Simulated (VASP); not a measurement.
Set up this calculation in VASP 6.6.1, as the native input.

- Task: single point
- Functional: r2SCAN
- Potentials or basis: VASP PAW PBE potentials, release 64 (Bi_d, N)
- Cutoff: 660 eV
- k mesh: 6 × 6 × 6
- Occupations: tetrahedron
- Spin: no spin polarisation
- Dipole correction: no
- Further INCAR settings: ALGO = Normal; EDIFF = 1e-06; NBANDS = 23

Crystal: BiN3.

```
CELL_PARAMETERS angstrom
0.00000 2.81568 2.81568
2.81568 0.00000 2.81568
2.81568 2.81568 0.00000
ATOMIC_POSITIONS crystal
Bi 0.00000 0.00000 0.00000
N 0.50000 0.50000 0.50000
N 0.25000 0.25000 0.25000
N 0.75000 0.75000 0.75000
```

The input as run:

POSCAR

```
BiN3
1.0
    0.0000000000      2.8156795071      2.8156795071
    2.8156795071      0.0000000000      2.8156795071
    2.8156795071      2.8156795071      0.0000000000
Bi N
1 3
Direct
    0.0000000000      0.0000000000      0.0000000000
    0.5000000000      0.5000000000      0.5000000000
    0.2500000000      0.2500000000      0.2500000000
    0.7500000000      0.7500000000      0.7500000000
```

INCAR.step1

```
SYSTEM = BiN3
PREC = Accurate
ENCUT = 660
ISMEAR = -5
SIGMA = 0.1
LREAL = .False.
LASPH = .True.
NELM = 120
NBANDS = 23
GGA = PE
ALGO = Normal
EDIFF = 1E-5
LWAVE = .True.
LCHARG = .False.
GGA_COMPAT = .False.
```

INCAR.step2

```
SYSTEM = BiN3
PREC = Accurate
ENCUT = 660
EDIFF = 1E-6
ISMEAR = -5
SIGMA = 0.1
LREAL = .False.
LASPH = .True.
NELM = 120
ALGO = Normal
ISIF = 2
LWAVE = .False.
LCHARG = .False.
METAGGA = R2SCAN
LMIXTAU = .True.
NBANDS = 23
ISTART = 1
GGA_COMPAT = .False.
```

KPOINTS

```
regular mesh
0
Gamma
  6 6 6
  0 0 0
```

Potentials or basis: VASP PAW PBE potentials, release 64 (Bi_d, N).

Run with:

```console
$ cat potpaw_PBE.64/Bi_d/POTCAR potpaw_PBE.64/N/POTCAR > POTCAR
$ cp INCAR.step1 INCAR
$ mpirun -np 1 vasp_std > vasp.out
$ cp INCAR.step2 INCAR
$ mpirun -np 1 vasp_std > vasp.out
```

Results of the run:

```yaml
Pressure: 0.6 GPa
Band_gap_on_the_k_mesh: zero (band 15 reaches 8.31 eV, above the bottom of band 16 at 6.61 eV)
```

Caveat: the PAW data sets were made with another functional, which shifts forces and pressure a little; spin-orbit coupling is left out, which moves the levels of the heavy elements; tetrahedron occupations give inexact forces and stress in metals.

Run time: 86 s on 1 thread of Intel(R) Xeon(R) Platinum 8259CL CPU @ 2.50GHz (Skylake/Cascade Lake), on a shared host, peak memory 0.22 GiB.
